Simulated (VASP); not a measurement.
Si:

```
Si
1.0
     3.16146    0.00000    0.00000
     0.00000    8.51699    0.00000
     0.00000    0.00000    5.76735
Si
12
Direct
  0.45101 0.63402 0.17258
  0.04899 0.86598 0.17258
  0.54899 0.13402 0.32742
  0.95101 0.36598 0.32742
  0.54899 0.36598 0.82742
  0.95101 0.13402 0.82742
  0.45101 0.86598 0.67258
  0.04899 0.63402 0.67258
  0.00000 0.00000 0.50000
  0.50000 0.50000 0.50000
  0.00000 0.50000 0.00000
  0.50000 0.00000 0.00000
```

The cell was generated, and may not be a known phase.

- Program: VASP 6.6.1
- Task: relaxation of cell and atoms
- Functional: PBE
- Potentials or basis: VASP PAW PBE potentials, release 64 (Si)
- Cutoff: 600 eV
- k mesh: 6 × 2 × 4
- Occupations: gaussian, width 0.1 eV
- Spin: no spin polarisation

At the start: pressure 57.2 GPa; volume 12.94 Å³/atom.

Q: How do energy, volume and symmetry change on relaxing?

A: Over 22 steps the energy falls by 876.2 meV/atom and the volume is 17.08 Å³/atom (+32.0 %); space group Pccn (No. 56, to 0.1 Å) before, Cmce (No. 64, to 0.1 Å).

The path:
| step | energy change (eV) | largest force (eV/Å) | pressure (GPa) | volume (Å³) |
| --- | --- | --- | --- | --- |
| 1 | 0.0000 | 4.8300 | 57.20 | 155.29 |
| 2 | -4.9065 | 0.2534 | -14.44 | 283.93 |
| 3 | -9.6528 | 0.5325 | -2.82 | 213.51 |
| 4 | -9.6708 | 0.5834 | -1.86 | 211.23 |
| 5 | -9.6737 | 0.6222 | -1.16 | 209.64 |
| 6 | -9.8254 | 0.5798 | -0.48 | 206.71 |
| 7 | -10.0961 | 0.2852 | 2.45 | 198.05 |
| 8 | -10.2016 | 0.0361 | 0.66 | 201.25 |
| 9 | -10.2208 | 0.1314 | -0.25 | 203.11 |
| 10 | -10.2788 | 0.2178 | -0.48 | 203.72 |
| 11 | -10.3044 | 0.3044 | -0.65 | 204.17 |
| 12 | -10.2843 | 0.4865 | -0.86 | 204.95 |
| 13 | -10.3093 | 0.3550 | -0.72 | 204.39 |
| 14 | -10.3692 | 0.3354 | -0.12 | 203.47 |
| 15 | -10.4010 | 0.3002 | 0.56 | 202.32 |
| 16 | -10.4555 | 0.2251 | 0.26 | 203.28 |
| 17 | -10.4829 | 0.2046 | -0.09 | 204.52 |
| 18 | -10.4974 | 0.1399 | -0.10 | 204.51 |
| 19 | -10.5036 | 0.1338 | -0.10 | 204.50 |
| 20 | -10.5109 | 0.0789 | 0.10 | 204.15 |
| 21 | -10.5134 | 0.0385 | 0.30 | 203.82 |
| 22 | -10.5149 | 0.0163 | -0.22 | 204.93 |

Final structure:
```xyz
12
Lattice="3.6087 0.0000 0.0000 0.0000 8.6212 0.0000 0.0000 0.0000 6.5870" Properties=species:S:1:pos:R:3 pbc="T T T"
Si    1.8055    5.6491    1.2610
Si    3.6076    7.2827    1.2610
Si    1.8032    1.3385    2.0325
Si    0.0011    2.9721    2.0325
Si    1.8032    2.9721    5.3260
Si    0.0011    1.3385    5.3260
Si    1.8055    7.2827    4.5545
Si    3.6076    5.6491    4.5545
Si    0.0000    0.0000    3.2935
Si    1.8043    4.3106    3.2935
Si    0.0000    4.3106    0.0000
Si    1.8043    0.0000    0.0000
```

Caveat: the k points lie up to 0.36 Å⁻¹ apart in the final cell, too coarse for converged energies and pressures of a metal; the volume moved by over 15 % at a fixed basis, so the end points are rough.
